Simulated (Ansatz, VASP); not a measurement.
# NiO: VASP beside Ansatz

```
Ni O
1.0
     0.00000    2.10516    2.10516
     2.10516    0.00000    2.10516
     2.10516    2.10516    0.00000
Ni O
1 1
Direct
  0.00000 0.00000 0.00000
  0.50000 0.50000 0.50000
```

Change from the starting cell: volume scaled by 1.02.

Alike in both runs: task single point; functional PBE; k mesh 17 × 17 × 17; occupations fermi-dirac, width 0.03 eV; collinear spin.

|  | VASP | Ansatz |
| --- | --- | --- |
| version | VASP 6.6.1 | Ansatz 0.2.0 |
| potentials or method | VASP PAW PBE potentials, release 64 (Ni, O), cutoff 520 eV | all-electron LAPW, scalar-relativistic |

```tsv
	VASP	Ansatz	Ansatz less VASP
pressure (GPa)	0.3	1.2	+0.93
net moment per atom (μB)	0.88	0.92	+0.039
size of the moment on the site where the two differ most (μB)	1.45	1.52	+0.077
```

Site moments also hang on the region over which each program counts them. Ansatz ran all-electron here, and VASP with PAW potentials.
